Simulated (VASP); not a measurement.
# Ge (Imma) in VASP: notebook

The runs below take Ge through single point, with PBE, PBEsol.

All numbers are computed with VASP 6.6.1; they aren't measurements. Logs are shortened: lines on timing, memory, paths and dates and some standing lists are left out, and cuts for length are marked.

### Step 1. The cell of the first run

The structure is orthorhombic, space group Imma (No. 74). Conventional cell: a = 4.992 Å, b = 5.302 Å, c = 2.874 Å, α = 90.00°, β = 90.00°, γ = 90.00°. Within 3.5 Å of Ge (site symmetry mm2) lie 8 Ge at 2.68 to 3.08 Å.

### Step 2. Single point, PBE

Contents of INCAR:

```
PREC = Accurate
ENCUT = 520
EDIFF = 1E-7
ISMEAR = -5
SIGMA = 0.1
LREAL = F
LASPH = T
NELM = 80
ALGO = Normal
ISIF = 2
LWAVE = F
LCHARG = F
GGA = PE
NBANDS = 21
```

Contents of KPOINTS:

```
Automatic mesh
0
Gamma
  2 2 2
  0.5 0.5 0.5
```

Contents of POSCAR:

```
Ge
1.0
   -2.4958980000      2.6508630000      1.4369470000
    2.4958980000     -2.6508630000      1.4369470000
    2.4958980000      2.6508630000     -1.4369470000
Ge
2
Direct
    0.1859430000      0.9359430000      0.2500000000
    0.8140570000      0.0640570000      0.7500000000
```

Potentials or basis: VASP PAW PBE potentials, release 64 (Ge_d).

Launch:

```console
$ cat potpaw_PBE.64/Ge_d/POTCAR > POTCAR
$ mpirun -np 1 vasp_std > vasp.out
```

OUTCAR:

```text
PREC = Accurate
   ENCUT = 520
   EDIFF = 1E-7
   ISMEAR = -5
   LREAL = F
   LASPH = T
   NELM = 80
   ISIF = 2
   GGA = PE

 ion  position               nearest neighbor table
   1  0.186  0.936  0.250-   2 2.68   2 2.68   2 2.72   2 2.72
   2  0.814  0.064  0.750-   1 2.68   1 2.68   1 2.72   1 2.72

  LATTYP: Found a body centered orthorhombic cell.
 ALAT       =     2.8738940000
 B/A-ratio  =     1.7369450648
 C/A-ratio  =     1.8447882907

  Lattice vectors:

 A1 = (   2.4958980000,  -2.6508630000,   1.4369470000)
 A2 = (  -2.4958980000,  -2.6508630000,  -1.4369470000)
 A3 = (   2.4958980000,   2.6508630000,  -1.4369470000)

Analysis of symmetry for initial positions (statically):
=====================================================================
 Subroutine PRICEL returns:
 Original cell was already a primitive cell.

 Routine SETGRP: Setting up the symmetry group for a
 body centered orthorhombic supercell.

 Subroutine GETGRP returns: Found  8 space group operations
 (whereof  4 operations were pure point group operations)
 out of a pool of  8 trial point group operations.

The static configuration has the point symmetry C_2h.
 The point group associated with its full space group is D_2h.

Analysis of symmetry for dynamics (positions and initial velocities):
=====================================================================
 Subroutine PRICEL returns:
 Original cell was already a primitive cell.

 Routine SETGRP: Setting up the symmetry group for a
 body centered orthorhombic supercell.

 Subroutine GETGRP returns: Found  8 space group operations
 (whereof  4 operations were pure point group operations)
 out of a pool of  8 trial point group operations.

The dynamic configuration has the point symmetry C_2h.
 The point group associated with its full space group is D_2h.

 Subroutine INISYM returns: Found  8 space group operations
 (whereof  4 operations are pure point group operations),
 and found     1 'primitive' translations

----------------------------------------------------------------------------------------

                                     Primitive cell

  volume of cell :      38.0290

[... 62 lines left out ...]
   ICHARG =      2    charge: 1-file 2-atom 10-const
   ISPIN  =      1    spin polarized calculation?
   LNONCOLLINEAR =      F non collinear calculations
   LSORBIT =      F    spin-orbit coupling
   LASPH  =      T    aspherical Exc in radial PAW
   ENCUT  =  520.0 eV  38.22 Ry    6.18 a.u.   7.28  7.28  7.28*2*pi/ulx,y,z
   NELM   =     80;   NELMIN=  2; NELMDL= -5     # of ELM steps
   EDIFF  = 0.1E-06   stopping-criterion for ELM
   LREAL  =      F    real-space projection
   EDIFFG = 0.1E-05   stopping-criterion for IOM
   NSW    =      0    number of steps for IOM
   IBRION =     -1    ionic relax: 0-MD 1-quasi-New 2-CG
   NFREE  =      0    steps in history (QN), initial steepest desc. (CG)
   ISIF   =      2    stress and relaxation
   ISYM   =      2    0-nonsym 1-usesym 2-fastsym
   POTIM  = 0.5000    time-step for ionic-motion
   TEBEG  =    0.0;   TEEND  =   0.0 temperature during run
   PSTRESS=    0.0 pullay stress
   NELECT =      28.0000    total number of electrons
   NUPDOWN=      -1.0000    fix difference up-down
   EMIN   =  10.00;   EMAX   =-10.00  energy-range for DOS
   EFERMI =   0.00;   METHOD = LEGACY
   ISMEAR =    -5;   SIGMA  =   0.10  broadening in eV -4-tet -1-fermi 0-gaus
   EFERMI_NEDOS =   21; number of points for ismear=-14 and -15
   IALGO  =     38    algorithm
   IMIX   =      4    mixing-type and parameters
     AMIX     =   0.40;   BMIX     =  1.00
     AMIX_MAG =   1.60;   BMIX_MAG =  1.00
  volume/ion in A,a.u.               =      19.01       128.32
  Fermi-wavevector in a.u.,A,eV,Ry     =   1.478277  2.793539 29.732860  2.185304
  Thomas-Fermi vector in A             =   2.592578
   LORBIT       =      0    0 simple, 1 ext, 2 COOP (PROOUT), +10 PAW based schemes
   GGA     = PE    functional components
   LHFCALC =     F    Hartree Fock is set to
   AEXX    =    0.0000 exact exchange contribution
   IVDW    =     0    specifies the selected vdW correction
   LEPSILON=     F    determine dielectric tensor
   LRPA    =     F    only Hartree local field effects (RPA)
 non-spin polarized calculation
 Fermi weights with tetrahedron method with Bloechl corrections
  energy-cutoff  :      520.00
  volume of cell :       38.03
 maximum number of plane-waves:      1027
 NGX is ok and might be reduce to    30
   NGX = 15   NGY = 15   NGZ = 15

 number of electron      28.0000014 magnetization

 Free energy of the ion-electron system (eV)
  ---------------------------------------------------
  ext. energy  EPLUGINS =         0.00000000
  ---------------------------------------------------
  free energy    TOTEN  =       -10.30987032 eV

  energy without entropy =      -10.30987032  energy(sigma->0) =      -10.30987032

 E-fermi :   6.5780     XC(G=0): -11.2188

 val. band max:        7.1484888642   @ k =  -0.2500   0.2500   0.2500
 cond. band min:       5.2172595200   @ k =  -0.2500  -0.2500   0.2500
 fundamental gap:     -1.9312293442
 Fermi energy:         6.5779985170

 k-point     1 :       0.2500    0.2500    0.2500
  band No.  band energies     occupation
      1     -18.3167      2.00000
      2     -18.3167      2.00000
      3     -18.2034      2.00000
      4     -18.2034      2.00000
      5     -18.1564      2.00000
      6     -18.1564      2.00000
[... 85 lines left out ...]
     20      17.6732      0.00000
     21      21.5811      0.00000

------------------------ aborting loop because EDIFF is reached ----------------------------------------

  FORCE on cell =-STRESS in cart. coord.  units (eV):
  Direction    XX          YY          ZZ          XY          YZ          ZX
  --------------------------------------------------------------------------------------
  -------------------------------------------------------------------------------------
  Total       -0.0657214     -1.4246289     -2.7619962      0.0000000     -0.0000000      0.0000000
  in kB       -2.7688688    -60.0202034   -116.3640425      0.0000000     -0.0000000      0.0000000
  external PRESSURE =     -59.7177049 kB  Pullay stress =       0.0000000 kB

 VOLUME and BASIS-vectors are now :
 -----------------------------------------------------------------------------
  energy-cutoff  :      520.00
  volume of cell :       38.03
      direct lattice vectors                 reciprocal lattice vectors
    -2.495898000  2.650863000  1.436947000     0.000000000  0.188617820  0.347959946
     2.495898000 -2.650863000  1.436947000     0.200328699  0.000000000  0.347959946
     2.495898000  2.650863000 -1.436947000     0.200328699  0.188617820  0.000000000

 POSITION                                       TOTAL-FORCE (eV/Angst)
 -----------------------------------------------------------------------------------
      2.49590     -1.32543      1.25285         0.000000     -0.000000      0.244789
      0.00000      3.97629      0.18409        -0.000000      0.000000     -0.244789
 -----------------------------------------------------------------------------------
    total drift:                                0.000000      0.000000     -0.000000

  FREE ENERGIE OF THE ION-ELECTRON SYSTEM (eV)
  ---------------------------------------------------
  free  energy   TOTEN  =       -10.3098703205 eV

  energy  without entropy=      -10.3098703205  energy(sigma->0) =      -10.30987032
```

OSZICAR:

```text
N       E                     dE             d eps       ncg     rms          rms(c)
DAV:   1     0.171645444794E+03    0.17165E+03   -0.14471E+04   202   0.382E+03
DAV:   2     0.123550695032E+02   -0.15929E+03   -0.15418E+03   168   0.592E+02
DAV:   3    -0.973283852565E+01   -0.22088E+02   -0.21815E+02   193   0.130E+02
DAV:   4    -0.103321365204E+02   -0.59930E+00   -0.59138E+00   193   0.252E+01
DAV:   5    -0.103410251872E+02   -0.88887E-02   -0.88018E-02   193   0.331E+00    0.201E+00
DAV:   6    -0.103152562097E+02    0.25769E-01   -0.28756E-02   230   0.284E+00    0.112E+00
DAV:   7    -0.103099568192E+02    0.52994E-02   -0.24123E-02   238   0.223E+00    0.110E-01
DAV:   8    -0.103101746317E+02   -0.21781E-03   -0.29158E-03   222   0.837E-01    0.404E-02
DAV:   9    -0.103099098563E+02    0.26478E-03   -0.71313E-05   206   0.955E-02    0.948E-03
DAV:  10    -0.103098518626E+02    0.57994E-04   -0.57330E-06   222   0.391E-02    0.293E-03
DAV:  11    -0.103098696019E+02   -0.17739E-04   -0.21199E-07   182   0.453E-03    0.356E-04
DAV:  12    -0.103098708622E+02   -0.12602E-05   -0.34330E-08   129   0.342E-03    0.100E-04
DAV:  13    -0.103098702734E+02    0.58872E-06   -0.48192E-09   129   0.692E-04    0.459E-05
DAV:  14    -0.103098703205E+02   -0.47063E-07   -0.11884E-09   129   0.534E-04
   1 F= -.10309870E+02 E0= -.10309870E+02  d E =0.000000E+00
```

Run time: 4.1 s. Hardware: 1 thread of Intel Xeon 6975P-C (Granite Rapids), shared host; peak memory 0.15 GiB.

Results:

| Quantity | Value |
| --- | --- |
| Free energy | -10.3099 eV |
| Pressure | -6.0 GPa |
| Largest force | 0.245 eV/Å |
| Band gap on the k mesh | zero (band 14 reaches 7.15 eV, above the bottom of band 15 at 5.22 eV) |

Forces on the atoms (eV/Å):
```
Ge   0.000  0.000  0.245
Ge   0.000  0.000 -0.245
```

Levels at points of the mesh, in eV from the Fermi level:
```
           k point  band 10  band 11  band 12  band 13  band 14  band 15  band 16  band 17  band 18  band 19
(0.25, 0.25, 0.25)   -24.68    -7.07    -7.07    -4.39    -4.39     3.82     3.82     5.05     5.05     7.94
```

Caveat: the k points lie up to 1.26 Å⁻¹ apart; tetrahedron occupations give inexact forces and stress in metals.

### Step 3. Single point, PBE

Contents of INCAR:

```
SYSTEM = Ge
ALGO = Normal
EDIFF = 1E-6
ENCUT = 520
GGA = PE
ISIF = 2
ISMEAR = 0
ISYM = 0
LASPH = .TRUE.
LCHARG = .FALSE.
LREAL = .FALSE.
LWAVE = .FALSE.
NBANDS = 21
NELM = 60
PREC = Accurate
SIGMA = 0.1
```

Contents of KPOINTS:

```
k-points
0
G
  1 4 4
  0 0 0
```

POSCAR is that of step 2.

Potentials or basis: VASP PAW PBE potentials, release 64 (Ge_d).

Launch:

```console
$ cat potpaw_PBE.64/Ge_d/POTCAR > POTCAR
$ mpirun -np 1 vasp_std > vasp.out
```

Run time: 5.1 s. Hardware: 1 thread of Intel Xeon 6975P-C (Granite Rapids), shared host; peak memory 0.15 GiB.

The run converged. Its results:

| Quantity | Value |
| --- | --- |
| Free energy | -5.3822 eV |
| Pressure | 15.7 GPa |
| Largest force | 0.443 eV/Å |
| Band gap on the k mesh | zero (band 14 reaches 7.25 eV, above the bottom of band 15 at 4.80 eV) |

Forces on the atoms (eV/Å):
```
Ge   0.076 -0.380 -0.215
Ge  -0.076  0.380  0.215
```

Stress tensor (GPa, compression positive):
```
 18.88 -14.24 -12.10
-14.24  20.43   3.82
-12.10   3.82   7.73
```

Levels at points of the mesh, in eV from the Fermi level:
| k point | band 10 | band 11 | band 12 | band 13 | band 14 | band 15 | band 16 | band 17 | band 18 | band 19 |
| --- | --- | --- | --- | --- | --- | --- | --- | --- | --- | --- |
| (0.00, 0.00, 0.00) | -24.82 | -13.62 | -4.30 | -2.89 | -2.43 | 2.93 | 6.43 | 6.68 | 7.40 | 7.70 |
| (0.00, 0.50, 0.00) | -24.83 | -8.72 | -6.38 | -3.94 | -2.79 | -2.32 | 2.62 | 3.48 | 6.07 | 7.99 |
| (0.00, 0.00, 0.50) | -24.91 | -10.88 | -10.87 | 0.11 | 0.14 | 1.77 | 1.77 | 6.25 | 6.27 | 10.18 |
| (0.00, 0.50, 0.50) | -24.89 | -8.55 | -7.48 | -2.41 | -2.07 | -1.31 | 0.95 | 2.67 | 3.79 | 8.89 |

Caveat: the k points lie up to 2.49 Å⁻¹ apart.

(Continued in part 2 of 2.)
